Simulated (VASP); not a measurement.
BN, 2 atoms in the cell. It takes space group F-43m (No. 216, cubic). The conventional cell has a = 3.610 Å, b = 3.610 Å, c = 3.610 Å, α = 90.00°, β = 90.00°, γ = 90.00°. B (site symmetry -43m) has 4 N at 1.56 Å within 2.1 Å. N (site symmetry -43m) has 4 B at 1.56 Å within 2.1 Å. 

| Quantity | Value |
| --- | --- |
| Program | VASP 6.6.1 |
| Task | single point |
| Functional | PBE-based screened hybrid with 35 % exact exchange |
| Potentials or basis | VASP PAW PBE potentials, release 64 (B, N) |
| Cutoff | 520 eV |
| k mesh | 6 × 6 × 6 |
| Occupations | gaussian, width 0.01 eV |
| Spin | no spin polarisation |
| Dipole correction | no |
| Grid for exact exchange (PRECFOCK) | Normal |
| Share of exact exchange | 0.35 |
| Further INCAR settings | ALGO = Normal; EDIFF = 1e-07; NBANDS = 11 |
| Screening parameter | 0.5 1/Å |

Potentials or basis: VASP PAW PBE potentials, release 64 (B, N).

The run is started by

```bash
$ cat potpaw_PBE.64/B/POTCAR potpaw_PBE.64/N/POTCAR > POTCAR
$ cp INCAR.step1 INCAR
$ mpirun -np 1 vasp_std > vasp.out
$ cp INCAR.step2 INCAR
$ mpirun -np 1 vasp_std > vasp.out
```

Hardware: 1 thread of Intel Xeon 8259CL, on a shared host.

Task: Estimate the wall time of this run.

Result: Wall time 4.7 min on 1 thread of Intel Xeon 8259CL (shared host), peak memory 0.22 GiB. Counts: k points 16.
